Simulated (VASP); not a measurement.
# Cu (Cmcm) in VASP: notebook

Cu is run at these levels: PBEsol; tasks: single point.

All numbers are computed with VASP 6.6.1; they aren't measurements. Logs are shortened: lines on timing, memory, paths and dates and some standing lists are left out, and cuts for length are marked.

## (1) The cell of the first run

It takes space group Cmcm (No. 63, orthorhombic). Conventional cell: a = 2.207 Å, b = 7.794 Å, c = 2.429 Å, α = 90.00°, β = 90.00°, γ = 90.00°. Cu (site symmetry m2m) has 10 Cu at 2.21 to 2.44 Å within 2.9 Å.

## (2) Single point, PBEsol (10.44 Å³/atom)

INCAR reads:

```
SYSTEM = Cu
PREC = Accurate
ENCUT = 520
EDIFF = 1E-6
ISMEAR = 0
SIGMA = 0.15
LREAL = .False.
LASPH = .True.
NELM = 80
ALGO = Fast
ISIF = 2
LWAVE = .False.
LCHARG = .False.
GGA = PS
NBANDS = 18
```

KPOINTS reads:

```
Automatic mesh
0
Gamma
  22 22 20
  0 0 0
```

POSCAR reads:

```
Cu
1.0
    1.1034861402     -3.8970385745      0.0000000000
    1.1034861402      3.8970385745      0.0000000000
    0.0000000000      0.0000000000      2.4286519230
Cu
2
Direct
    0.1338543804      0.8661456196      0.2500000000
    0.8661456196      0.1338543804      0.7500000000
```

Potentials or basis: VASP PAW PBE potentials, release 64 (Cu).

Started as:

```bash
$ cat potpaw_PBE.64/Cu/POTCAR > POTCAR
$ mpirun -np 1 vasp_std > vasp.out
```

OUTCAR:

```text
SYSTEM = Cu
   PREC = Accurate
   ENCUT = 520
   EDIFF = 1E-6
   ISMEAR = 0
   LREAL = .False.
   LASPH = .True.
   NELM = 80
   ISIF = 2
   GGA = PS

 ion  position               nearest neighbor table
   1  0.134  0.866  0.250-   2 2.41   2 2.41   2 2.44   2 2.44   2 2.44   2 2.44
   2  0.866  0.134  0.750-   1 2.41   1 2.41   1 2.44   1 2.44   1 2.44   1 2.44

  LATTYP: Found a base centered orthorhombic cell.
 ALAT       =     2.2069722804
 B/A-ratio  =     3.5315700239
 C/A-ratio  =     1.1004451413

  Lattice vectors:

 A1 = (   1.1034861402,  -3.8970385745,   0.0000000000)
 A2 = (   1.1034861402,   3.8970385745,   0.0000000000)
 A3 = (   0.0000000000,   0.0000000000,   2.4286519230)

Analysis of symmetry for initial positions (statically):
=====================================================================
 Subroutine PRICEL returns:
 Original cell was already a primitive cell.

 Routine SETGRP: Setting up the symmetry group for a
 base centered orthorhombic supercell.

 Subroutine GETGRP returns: Found  8 space group operations
 (whereof  4 operations were pure point group operations)
 out of a pool of  8 trial point group operations.

The static configuration has the point symmetry C_2h.
 The point group associated with its full space group is D_2h.

Analysis of symmetry for dynamics (positions and initial velocities):
=====================================================================
 Subroutine PRICEL returns:
 Original cell was already a primitive cell.

 Routine SETGRP: Setting up the symmetry group for a
 base centered orthorhombic supercell.

 Subroutine GETGRP returns: Found  8 space group operations
 (whereof  4 operations were pure point group operations)
 out of a pool of  8 trial point group operations.

The dynamic configuration has the point symmetry C_2h.
 The point group associated with its full space group is D_2h.

 Subroutine INISYM returns: Found  8 space group operations
 (whereof  4 operations are pure point group operations),
 and found     1 'primitive' translations

----------------------------------------------------------------------------------------

                                     Primitive cell

  volume of cell :      20.8880

  direct lattice vectors                    reciprocal lattice vectors
     1.103486140 -3.897038574  0.000000000     0.453109452 -0.128302553  0.000000000
     1.103486140  3.897038574  0.000000000     0.453109452  0.128302553  0.000000000
     0.000000000  0.000000000  2.428651923     0.000000000  0.000000000  0.411751058

  length of vectors
[... 83 lines left out ...]
   LREAL  =      F    real-space projection
   EDIFFG = 0.1E-04   stopping-criterion for IOM
   NSW    =      0    number of steps for IOM
   IBRION =     -1    ionic relax: 0-MD 1-quasi-New 2-CG
   NFREE  =      0    steps in history (QN), initial steepest desc. (CG)
   ISIF   =      2    stress and relaxation
   ISYM   =      2    0-nonsym 1-usesym 2-fastsym
   POTIM  = 0.5000    time-step for ionic-motion
   TEBEG  =    0.0;   TEEND  =   0.0 temperature during run
   PSTRESS=    0.0 pullay stress
   NELECT =      22.0000    total number of electrons
   NUPDOWN=      -1.0000    fix difference up-down
   EMIN   =  10.00;   EMAX   =-10.00  energy-range for DOS
   EFERMI =   0.00;   METHOD = LEGACY
   ISMEAR =     0;   SIGMA  =   0.15  broadening in eV -4-tet -1-fermi 0-gaus
   EFERMI_NEDOS =   21; number of points for ismear=-14 and -15
   IALGO  =     68    algorithm
   IMIX   =      4    mixing-type and parameters
     AMIX     =   0.40;   BMIX     =  1.00
     AMIX_MAG =   1.60;   BMIX_MAG =  1.00
  volume/ion in A,a.u.               =      10.44        70.48
  Fermi-wavevector in a.u.,A,eV,Ry     =   1.665649  3.147620 37.747812  2.774386
  Thomas-Fermi vector in A             =   2.751982
   LORBIT       =      0    0 simple, 1 ext, 2 COOP (PROOUT), +10 PAW based schemes
   GGA     = PS    functional components
   LHFCALC =     F    Hartree Fock is set to
   AEXX    =    0.0000 exact exchange contribution
   IVDW    =     0    specifies the selected vdW correction
   LEPSILON=     F    determine dielectric tensor
   LRPA    =     F    only Hartree local field effects (RPA)
 non-spin polarized calculation
 RMM-DIIS sequential band-by-band and
 Gauss-broadening in eV      SIGMA  =   0.15
  energy-cutoff  :      520.00
  volume of cell :       20.89
 maximum number of plane-waves:       580
   NGX = 15   NGY = 15   NGZ =  9

 number of electron      22.0000001 magnetization

 Free energy of the ion-electron system (eV)
  ---------------------------------------------------
  ext. energy  EPLUGINS =         0.00000000
  ---------------------------------------------------
  free energy    TOTEN  =        -7.96492749 eV

  energy without entropy =       -7.95895997  energy(sigma->0) =       -7.96194373

 E-fermi :   9.0117     XC(G=0): -13.6057

 val. band max:        9.0069526992   @ k =   0.3182   0.1818   0.1000
 cond. band min:       9.0125556306   @ k =  -0.1818   0.0909   0.1000
 fundamental gap:      0.0056029314
 Fermi energy:         9.0116711273

 k-point     1 :       0.0000    0.0000    0.0000
  band No.  band energies     occupation
      1      -1.3345      2.00000
      2       3.1766      2.00000
      3       3.9116      2.00000
      4       4.4312      2.00000
      5       5.4867      2.00000
      6       5.9117      2.00000
[... 481 lines left out ...]
      5       5.7666      2.00000
      6       5.7891      2.00000
[... 10 lines left out ...]
     17      30.9995      0.00000
     18      31.8093      0.00000

 [... further k-points ...]

------------------------ aborting loop because EDIFF is reached ----------------------------------------

  FORCE on cell =-STRESS in cart. coord.  units (eV):
  Direction    XX          YY          ZZ          XY          YZ          ZX
  --------------------------------------------------------------------------------------
  -------------------------------------------------------------------------------------
  Total        7.0168004      2.3912838      1.9632190      0.0000000      0.0000000      0.0000000
  in kB      538.2113402    183.4192196    150.5852667      0.0000000      0.0000000      0.0000000
  external PRESSURE =     290.7386089 kB  Pullay stress =       0.0000000 kB

 VOLUME and BASIS-vectors are now :
 -----------------------------------------------------------------------------
  energy-cutoff  :      520.00
  volume of cell :       20.89
      direct lattice vectors                 reciprocal lattice vectors
     1.103486140 -3.897038574  0.000000000     0.453109452 -0.128302553  0.000000000
     1.103486140  3.897038574  0.000000000     0.453109452  0.128302553  0.000000000
     0.000000000  0.000000000  2.428651923     0.000000000  0.000000000  0.411751058

 POSITION                                       TOTAL-FORCE (eV/Angst)
 -----------------------------------------------------------------------------------
      1.10349      2.85377      0.60716         0.000000      0.469216      0.000000
      1.10349     -2.85377      1.82149         0.000000     -0.469216     -0.000000
 -----------------------------------------------------------------------------------
    total drift:                                0.000000     -0.000000      0.000000

  FREE ENERGIE OF THE ION-ELECTRON SYSTEM (eV)
  ---------------------------------------------------
  free  energy   TOTEN  =        -7.9649274939 eV

  energy  without entropy=       -7.9589599670  energy(sigma->0) =       -7.96194373
```

Wall time 9.5 min (1 thread of Intel Xeon Platinum 8488C (Sapphire Rapids), shared host); peak memory 0.53 GiB.

Results:

| Property | Result |
| --- | --- |
| Free energy | -7.9649 eV |
| Pressure | 29.1 GPa |
| Largest force | 0.469 eV/Å |
| Band gap on the k mesh | zero (bands 11 and 12 overlap by 6.29 eV) |

Forces in eV/Å, atoms in the order of the input:
```
Cu   0.000  0.469  0.000
Cu   0.000 -0.469  0.000
```

Levels at points of the mesh, in eV from the Fermi level:
| k point | band 9 | band 10 | band 11 | band 12 | band 13 | band 14 |
| --- | --- | --- | --- | --- | --- | --- |
| (0.00, 0.00, 0.00) | -1.86 | -1.71 | -1.58 | -0.82 | 5.00 | 14.56 |
| (0.50, 0.00, 0.00) | -2.45 | -1.85 | -0.08 | 2.08 | 3.53 | 8.32 |
| (0.50, 0.50, 0.00) | -2.54 | -1.94 | -1.62 | -1.55 | 13.70 | 15.61 |
| (0.00, 0.00, 0.50) | -1.73 | -1.73 | -0.21 | -0.21 | 8.10 | 8.10 |
| (0.50, 0.00, 0.50) | -1.17 | -1.17 | 4.30 | 4.30 | 8.46 | 8.46 |
| (0.50, 0.50, 0.50) | -1.91 | -1.91 | -1.58 | -1.58 | 3.83 | 3.83 |

Caveat: the stress differs along the axes, from 15 to 54 GPa; the PAW data sets were made with another functional, which shifts forces and pressure a little.

## (3) Single point, PBEsol (10.44 Å³/atom)

INCAR reads:

```
SYSTEM = Cu
PREC     = Accurate       ! precision mode
ENCUT    = 520            ! plane-wave cutoff, eV
EDIFF    = 1E-6           ! SCF threshold, eV
ISMEAR   = 0              ! smearing method
SIGMA    = 0.15           ! smearing width, eV
LREAL    = .FALSE.        ! projectors in reciprocal space
LASPH    = .TRUE.         ! aspherical terms in the spheres
NELM     = 100            ! most SCF steps
ALGO     = Fast           ! electronic algorithm
ISIF     = 2              ! what is computed and relaxed
LWAVE    = .FALSE.        ! write WAVECAR
LCHARG   = .TRUE.         ! write CHGCAR
GGA      = PS             ! functional
LELF     = .TRUE.         ! ELF
LVHAR    = .TRUE.       
NBANDS   = 18             ! bands
```

KPOINTS reads:

```
regular mesh
0
G
  22 22 20
  0 0 0
```

POSCAR reads:

```
Cu
1.0
    1.2279622781     -3.6942444803      0.0000000000
    1.2279622781      3.6942444803      0.0000000000
    0.0000000000      0.0000000000      2.3022697337
Cu
2
Direct
    0.1338543804      0.8661456196      0.2500000000
    0.8661456196      0.1338543804      0.7500000000
```

Potentials or basis: VASP PAW PBE potentials, release 64 (Cu).

Started as:

```bash
$ cat potpaw_PBE.64/Cu/POTCAR > POTCAR
$ mpirun -np 1 vasp_std > vasp.out
```

It took 9.6 min on 1 thread of Intel Xeon Platinum 8488C (Sapphire Rapids), shared host; peak memory 0.53 GiB.

Results (log left out):

| Item | Value |
| --- | --- |
| Free energy | -7.9488 eV |
| Pressure | 31.2 GPa |
| Largest force | 0.242 eV/Å |
| Band gap on the k mesh | zero (bands 11 and 12 overlap by 5.75 eV) |

Forces in eV/Å, atoms in the order of the input:
```
Cu   0.000 -0.242  0.000
Cu   0.000  0.242  0.000
```

Stress tensor (GPa, compression positive):
```
 8.86  0.00  0.00
 0.00 39.70  0.00
 0.00  0.00 45.12
```

Levels at points of the mesh, in eV from the Fermi level:
| k point | band 7 | band 8 | band 9 | band 10 | band 11 | band 12 | band 13 | band 14 | band 15 | band 16 |
| --- | --- | --- | --- | --- | --- | --- | --- | --- | --- | --- |
| (0.00, 0.00, 0.00) | -2.95 | -2.55 | -2.14 | -1.95 | -1.51 | 0.10 | 6.26 | 17.42 | 17.43 | 18.32 |
| (0.50, 0.00, 0.00) | -2.94 | -2.93 | -2.28 | -1.76 | -0.95 | 0.87 | 2.14 | 7.34 | 14.23 | 17.32 |
| (0.50, 0.50, 0.00) | -2.71 | -2.67 | -2.50 | -2.29 | -1.80 | -1.70 | 13.90 | 16.04 | 17.64 | 20.08 |
| (0.00, 0.00, 0.50) | -3.48 | -3.48 | -1.98 | -1.98 | 0.34 | 0.34 | 9.83 | 9.83 | 11.41 | 11.41 |
| (0.50, 0.00, 0.50) | -2.05 | -2.05 | -1.49 | -1.49 | 3.60 | 3.60 | 8.08 | 8.08 | 10.45 | 10.45 |
| (0.50, 0.50, 0.50) | -2.43 | -2.43 | -1.65 | -1.65 | -1.02 | -1.02 | 4.97 | 4.97 | 20.94 | 20.94 |

Caveat: the stress differs along the axes, from 9 to 45 GPa; the PAW data sets were made with another functional, which shifts forces and pressure a little.

(Part 1 of 2 ends here.)
